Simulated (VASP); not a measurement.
Set up this calculation in VASP 6.6.1, as the native input.

```
Task                   : single point
Functional             : PBE
Potentials or basis    : VASP PAW PBE potentials, release 64 (Sn_d, O)
Cutoff                 : 520 eV
k mesh                 : 12 × 12 × 12
Occupations            : gaussian, width 0.05 eV
Spin                   : no spin polarisation
Dipole correction      : no
Further INCAR settings : ALGO = Normal; EDIFF = 1e-07; NBANDS = 20
```

The structure of SnO2 lies in POSCAR:

```
SnO2
1.0
    1.5763469202      0.9101043187      4.7952989919
   -1.5763469202      0.9101043187      4.7952989919
    0.0000000000     -1.8202086374      4.7952989919
Sn O
1 2
Direct
    0.5000000000      0.5000000000      0.5000000000
    0.2348826742      0.2348826742      0.2348826742
    0.7651173258      0.7651173258      0.7651173258
```

The input as run:

INCAR

```
PREC = Accurate
ENCUT = 520
EDIFF = 1E-7
ISMEAR = 0
SIGMA = 0.05
LREAL = False
LASPH = True
NELM = 60
ALGO = Normal
ISIF = 2
LWAVE = False
LCHARG = True
GGA = PE
LELF = True
LVHAR = True
NBANDS = 20
```

KPOINTS

```
Automatic mesh
0
Gamma
  12 12 12
```

Potentials or basis: VASP PAW PBE potentials, release 64 (Sn_d, O).

Run with:

```sh
$ cat potpaw_PBE.64/Sn_d/POTCAR potpaw_PBE.64/O/POTCAR > POTCAR
$ mpirun -np 1 vasp_std > vasp.out
```

It gave:

- Pressure: 13.4 GPa
- Largest force: 0.985 eV/Å
- Band gap on the k mesh: 2.52 eV (least direct gap 2.79 eV)

Caveat: the stress differs along the axes, from 8 to 16 GPa; spin-orbit coupling is left out, which moves the levels of the heavy elements.

Run time: 6.2 min on 1 thread of Intel Xeon 8259CL, on a shared host, peak memory 0.34 GiB.
